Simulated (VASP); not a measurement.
# NaSr2 (I4/mmm) in VASP: further runs

Runs on NaSr2. Level: PBE. Tasks: single point.

All numbers are computed with VASP 6.6.1; they aren't measurements. Logs are shortened: lines on timing, memory, paths and dates and some standing lists are left out, and cuts for length are marked.

## (1) The cell of the first run

It takes space group I4/mmm (No. 139, tetragonal). The conventional cell has a = 4.796 Å, b = 4.796 Å, c = 7.866 Å, α = 90.00°, β = 90.00°, γ = 90.00°. Within 4.2 Å of Na (site symmetry 4/mmm) lie 10 Sr at 3.20 to 3.47 Å. Within 2.0 Å of Sr (site symmetry 4mm) lie 1 Sr at 1.46 Å.

## (2) Single point, PBE

INCAR

```
PREC = Accurate
ENCUT = 520
EDIFF = 1E-6
ISMEAR = 0
SIGMA = 0.1
LREAL = F
LASPH = T
NELM = 100
ALGO = Normal
ISIF = 2
LWAVE = F
LCHARG = T
GGA = PE
LELF = T
LVHAR = T
NBANDS = 20
```

KPOINTS

```
Automatic mesh
0
Gamma
  6 6 6
```

POSCAR

```
NaSr2
1.0
   -2.3979101051      2.3979101051      3.9328191441
    2.3979101051     -2.3979101051      3.9328191441
    2.3979101051      2.3979101051     -3.9328191441
Na Sr
1 2
Direct
    0.0000000000      0.0000000000      0.0000000000
    0.5930000000      0.5930000000      0.0000000000
    0.4070000000      0.4070000000      0.0000000000
```

Potentials or basis: VASP PAW PBE potentials, release 64 (Na_pv, Sr_sv).

Command:

```sh
$ cat potpaw_PBE.64/Na_pv/POTCAR potpaw_PBE.64/Sr_sv/POTCAR > POTCAR
$ mpirun -np 1 vasp_std > vasp.out
```

OUTCAR:

```text
PREC = Accurate
   ENCUT = 520
   EDIFF = 1E-6
   ISMEAR = 0
   LREAL = F
   LASPH = T
   NELM = 100
   ISIF = 2
   GGA = PE

 ion  position               nearest neighbor table
   1  0.000  0.000  0.000-   2 3.20   3 3.20   2 3.47   3 3.47   2 3.47   2 3.47   2 3.47   3 3.47
                             3 3.47   3 3.47
   2  0.593  0.593  0.000-   3 1.46   1 3.20   1 3.47   1 3.47   1 3.47   1 3.47   3 4.20   3 4.20
                             3 4.20   3 4.20   3 5.01   3 5.01   3 5.01   3 5.01
   3  0.407  0.407  0.000-   2 1.46   1 3.20   1 3.47   1 3.47   1 3.47   1 3.47   2 4.20   2 4.20
                             2 4.20   2 4.20   2 5.01   2 5.01   2 5.01   2 5.01

 -----------------------------------------------------------------------------
|                                                                             |
|           W    W    AA    RRRRR   N    N  II  N    N   GGGG   !!!           |
|           W    W   A  A   R    R  NN   N  II  NN   N  G    G  !!!           |
|           W    W  A    A  R    R  N N  N  II  N N  N  G       !!!           |
|           W WW W  AAAAAA  RRRRR   N  N N  II  N  N N  G  GGG   !            |
|           WW  WW  A    A  R   R   N   NN  II  N   NN  G    G                |
|           W    W  A    A  R    R  N    N  II  N    N   GGGG   !!!           |
|                                                                             |
|     The distance between some ions is very small. Please check the          |
|     nearest-neighbor list in the OUTCAR file.                               |
|     I HOPE YOU KNOW WHAT YOU ARE DOING!                                     |
|                                                                             |
 -----------------------------------------------------------------------------

  LATTYP: Found a body centered tetragonal cell.
 ALAT       =     4.7958202102
 C/A-ratio  =     1.6401028278

  Lattice vectors:

 A1 = (  -2.3979101051,   2.3979101051,   3.9328191441)
 A2 = (   2.3979101051,  -2.3979101051,   3.9328191441)
 A3 = (   2.3979101051,   2.3979101051,  -3.9328191441)

Analysis of symmetry for initial positions (statically):
=====================================================================
 Subroutine PRICEL returns:
 Original cell was already a primitive cell.

 Routine SETGRP: Setting up the symmetry group for a
 body centered tetragonal supercell.

 Subroutine GETGRP returns: Found 16 space group operations
 (whereof 16 operations were pure point group operations)
 out of a pool of 16 trial point group operations.

The static configuration has the point symmetry D_4h.

Analysis of symmetry for dynamics (positions and initial velocities):
[... 113 lines left out ...]
   EDIFF  = 0.1E-05   stopping-criterion for ELM
   LREAL  =      F    real-space projection
   EDIFFG = 0.1E-04   stopping-criterion for IOM
   NSW    =      0    number of steps for IOM
   IBRION =     -1    ionic relax: 0-MD 1-quasi-New 2-CG
   NFREE  =      0    steps in history (QN), initial steepest desc. (CG)
   ISIF   =      2    stress and relaxation
   ISYM   =      2    0-nonsym 1-usesym 2-fastsym
   POTIM  = 0.5000    time-step for ionic-motion
   TEBEG  =    0.0;   TEEND  =   0.0 temperature during run
   PSTRESS=    0.0 pullay stress
   NELECT =      27.0000    total number of electrons
   NUPDOWN=      -1.0000    fix difference up-down
   EMIN   =  10.00;   EMAX   =-10.00  energy-range for DOS
   EFERMI =   0.00;   METHOD = LEGACY
   ISMEAR =     0;   SIGMA  =   0.10  broadening in eV -4-tet -1-fermi 0-gaus
   EFERMI_NEDOS =   21; number of points for ismear=-14 and -15
   IALGO  =     38    algorithm
   IMIX   =      4    mixing-type and parameters
     AMIX     =   0.40;   BMIX     =  1.00
     AMIX_MAG =   1.60;   BMIX_MAG =  1.00
  volume/ion in A,a.u.               =      30.15       203.47
  Fermi-wavevector in a.u.,A,eV,Ry     =   1.094089  2.067529 16.286605  1.197032
  Thomas-Fermi vector in A             =   2.230387
   LORBIT       =      0    0 simple, 1 ext, 2 COOP (PROOUT), +10 PAW based schemes
   GGA     = PE    functional components
   LHFCALC =     F    Hartree Fock is set to
   AEXX    =    0.0000 exact exchange contribution
   IVDW    =     0    specifies the selected vdW correction
   LEPSILON=     F    determine dielectric tensor
   LRPA    =     F    only Hartree local field effects (RPA)
 non-spin polarized calculation
 Gauss-broadening in eV      SIGMA  =   0.10
  energy-cutoff  :      520.00
  volume of cell :       90.45
 maximum number of plane-waves:      2460
 NGX is ok and might be reduce to    40
   NGX = 19   NGY = 19   NGZ = 19

 number of electron      27.0000000 magnetization

 Free energy of the ion-electron system (eV)
  ---------------------------------------------------
  ext. energy  EPLUGINS =         0.00000000
  ---------------------------------------------------
  free energy    TOTEN  =        42.46587032 eV

  energy without entropy =       42.48172425  energy(sigma->0) =       42.47379728

 E-fermi :   1.9784     XC(G=0):  -8.2827

 val. band max:        1.9735454264   @ k =  -0.1667   0.1667   0.1667
 cond. band min:       2.0156342525   @ k =  -0.1667   0.1667   0.0000
 fundamental gap:      0.0420888260
 Fermi energy:         1.9783607252

 k-point     1 :       0.0000    0.0000    0.0000
  band No.  band energies     occupation
      1     -45.0332      2.00000
      2     -30.3361      2.00000
      3     -22.4529      2.00000
      4     -22.3691      2.00000
      5     -22.3691      2.00000
      6     -21.4027      2.00000
[... 541 lines left out ...]
     19       7.0406      0.00000
     20       7.0751      0.00000

 [... further k-points ...]
[... 5 lines left out ...]
  --------------------------------------------------------------------------------------
  -------------------------------------------------------------------------------------
  Total       -0.3767873     -0.3767873    220.8474692      0.0000000     -0.0000000      0.0000000
  in kB       -6.6738599     -6.6738599   3911.7694172      0.0000000     -0.0000000      0.0000000
  external PRESSURE =    1299.4738992 kB  Pullay stress =       0.0000000 kB

 VOLUME and BASIS-vectors are now :
 -----------------------------------------------------------------------------
  energy-cutoff  :      520.00
  volume of cell :       90.45
      direct lattice vectors                 reciprocal lattice vectors
    -2.397910105  2.397910105  3.932819144     0.000000000  0.208514906  0.127135264
     2.397910105 -2.397910105  3.932819144     0.208514906  0.000000000  0.127135264
     2.397910105  2.397910105 -3.932819144     0.208514906  0.208514906  0.000000000

 POSITION                                       TOTAL-FORCE (eV/Angst)
 -----------------------------------------------------------------------------------
      0.00000      0.00000      0.00000        -0.000000     -0.000000     -0.000000
      0.00000      0.00000      4.66432        -0.000000     -0.000000    150.689520
      0.00000      0.00000      3.20131         0.000000      0.000000   -150.689520
 -----------------------------------------------------------------------------------
    total drift:                                0.000000     -0.000000      0.000000

  FREE ENERGIE OF THE ION-ELECTRON SYSTEM (eV)
  ---------------------------------------------------
  free  energy   TOTEN  =        42.4658703152 eV

  energy  without entropy=       42.4817242480  energy(sigma->0) =       42.47379728
```

Run time: 98 s. Hardware: 1 thread of Oxide Virtual Turin-like, shared host; peak memory 0.22 GiB.

What came out:

| Quantity | Value |
| --- | --- |
| Free energy | 42.4659 eV |
| Pressure | 129.9 GPa |
| Largest force | 150.690 eV/Å |
| Band gap on the k mesh | zero (an odd number of electrons rules out a gap without spin polarisation) |

Forces in eV/Å, atoms in the order of the input:
```
Na     0.000    0.000    0.000
Sr     0.000    0.000  150.690
Sr     0.000    0.000 -150.690
```

Stress tensor (GPa, compression positive):
```
 -0.67   0.00   0.00
  0.00  -0.67   0.00
  0.00   0.00 391.18
```

Caveat: atoms lie so close that the PAW spheres overlap strongly, which falsifies energies and pressures; the stress differs along the axes, from -1 to 391 GPa; forces of over 1 eV/Å act on the atoms, so gaps and moduli don't describe the material at rest.

## (3) Single point, PBE

This run uses another cell than the first one, of 49.03 Å³/atom.

INCAR

```
ALGO = Normal ; EDIFF = 1E-7
ENCUT = 520 ; GGA = PE
ISIF = 2 ; ISMEAR = 0
LASPH = T ; LCHARG = F
LREAL = F ; LWAVE = F
NBANDS = 20 ; NELM = 100
PREC = Accurate ; SIGMA = 0.1
```

KPOINTS

```
k-points
0
Gamma
  6 6 6
```

POSCAR

```
NaSr2
1.0
   -2.2280217184      2.2280217184      7.4076166839
    2.2280217184     -2.2280217184      7.4076166839
    2.2280217184      2.2280217184     -7.4076166839
Na Sr
1 2
Direct
    0.0000000000      0.0000000000      0.0000000000
    0.6536567484      0.6536567484      0.0000000000
    0.3463432516      0.3463432516      0.0000000000
```

Potentials or basis: VASP PAW PBE potentials, release 64 (Na_pv, Sr_sv).

Command:

```sh
$ cat potpaw_PBE.64/Na_pv/POTCAR potpaw_PBE.64/Sr_sv/POTCAR > POTCAR
$ mpirun -np 1 vasp_std > vasp.out
```

It took 6.6 min on 1 thread of Oxide Virtual Turin-like, shared host; peak memory 0.44 GiB.

It converged, with:

| Quantity | Value |
| --- | --- |
| Free energy | -4.5515 eV |
| Pressure | 0.0 GPa |
| Largest force | 0.009 eV/Å |
| Band gap on the k mesh | zero (an odd number of electrons rules out a gap without spin polarisation) |

Forces on the atoms (eV/Å):
```
Na   0.000  0.000  0.000
Sr   0.000  0.000  0.009
Sr   0.000  0.000 -0.009
```

Levels at points of the mesh, in eV from the Fermi level:
| k point | band 10 | band 11 | band 12 | band 13 | band 14 | band 15 | band 16 | band 17 |
| --- | --- | --- | --- | --- | --- | --- | --- | --- |
| (0.00, 0.00, 0.00) | -18.63 | -18.63 | -3.53 | -1.01 | -0.45 | 0.74 | 1.54 | 2.63 |
| (0.50, 0.00, 0.00) | -18.65 | -18.64 | -1.50 | -1.11 | -0.65 | 0.29 | 1.12 | 1.53 |
| (0.50, 0.50, 0.00) | -18.68 | -18.67 | -0.52 | -0.06 | 0.36 | 0.40 | 0.57 | 0.66 |
| (0.50, 0.50, 0.50) | -18.63 | -18.63 | -2.79 | -2.64 | 0.38 | 0.54 | 1.95 | 2.27 |

The gap in the log of VASP goes by the Fermi energy; the results here count the filled bands.